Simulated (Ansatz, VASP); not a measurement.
## Two plane-wave programs on HC6

```
CELL_PARAMETERS angstrom
4.88953 0.00000 0.00000
-1.22238 8.78496 0.00000
0.00000 0.00000 22.74747
ATOMIC_POSITIONS crystal
C 0.01936 0.07745 0.17584
C 0.51936 0.07745 0.17584
C 0.27420 0.09681 0.20595
C 0.77420 0.09681 0.20595
C 0.28388 0.13553 0.26618
C 0.78388 0.13553 0.26618
C 0.03863 0.15452 0.29551
C 0.53863 0.15452 0.29551
C 0.04887 0.19548 0.35836
C 0.54887 0.19548 0.35836
C 0.30317 0.21270 0.38455
C 0.80317 0.21270 0.38455
H 0.04887 0.09125 0.43246
H 0.04887 0.29971 0.43246
```

Alike in both runs: task single point; functional LDA; k mesh 6 × 3 × 1; occupations gaussian, width 0.1 eV; no spin polarisation.

|  | VASP | Ansatz |
| --- | --- | --- |
| version | VASP 6.6.1 | Ansatz 0.2.0 |
| potentials or method | VASP PAW LDA potentials, release 64 (C, H), cutoff 520 eV | scalar-relativistic, plane waves, PAW |
| valence electrons in the cell | 50 | 50 |

|  | VASP | Ansatz | Ansatz less VASP |
| --- | --- | --- | --- |
| gap on the k mesh at the Fermi level (eV) | none | none | - |
| rms of the force components (eV/Å) | 1.561 | 1.566 | +0.0057 |

LDA's correlation is that of Perdew and Zunger in VASP and of Perdew and Wang (1992) in Ansatz. Atom by atom the forces differ by 0.022 eV/Å (rms over components). A gap of «none» marks a metal or a gap that the smearing closes.
